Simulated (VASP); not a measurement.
Si2W: single point with LDA

Si2W:

```
CELL_PARAMETERS angstrom
-1.58518 1.58518 3.86204
1.58518 -1.58518 3.86204
1.58518 1.58518 -3.86204
ATOMIC_POSITIONS crystal
W 0.00000 0.00000 0.00000
Si 0.66530 0.66530 0.00000
Si 0.33470 0.33470 0.00000
```

* Program: VASP 6.6.1
* Task: single point
* Functional: LDA
* Potentials or basis: VASP PAW LDA potentials, release 64 (W_sv, Si)
* Cutoff: 520 eV
* k mesh: 12 × 12 × 12
* Occupations: fermi-dirac, width 0.05 eV
* Spin: no spin polarisation
* Dipole correction: no
* Further INCAR settings: ALGO = Normal; EDIFF = 1e-07; NBANDS = 18

```yaml
Pressure: 4.8 GPa
Largest_force: 0.073 eV/Å
Band_gap_on_the_k_mesh: zero (bands 11 and 12 overlap by 1.36 eV)
```

Forces on the atoms (eV/Å):
```
W    0.000  0.000  0.000
Si   0.000  0.000  0.073
Si   0.000  0.000 -0.073
```

Stress tensor (GPa, compression positive):
```
4.37 0.00 0.00
0.00 4.37 0.00
0.00 0.00 5.72
```

Levels at points of the mesh, in eV from the Fermi level:
```csv
k point,band 7,band 8,band 9,band 10,band 11,band 12,band 13,band 14,band 15,band 16
"(0.00, 0.00, 0.00)",-3.66,-3.57,-2.97,-2.97,0.60,2.85,2.98,3.20,3.20,4.81
"(0.50, 0.00, 0.00)",-5.91,-4.92,-2.94,-2.93,-0.51,2.80,2.85,4.04,4.70,5.21
"(0.50, 0.50, 0.00)",-6.11,-5.47,-5.16,-3.43,-1.69,2.97,3.06,3.27,4.04,4.42
"(0.50, 0.50, 0.50)",-4.11,-2.71,-0.82,-0.82,-0.56,-0.56,0.80,4.65,5.26,6.23
```

Wall time 4.2 min on 1 thread of AMD EPYC 7R43 64-Core Processor (Zen 3), on a shared host, peak memory 0.2 GiB.

Caveat: the cell stands under pressure; spin-orbit coupling is left out, which moves the levels of the heavy elements.
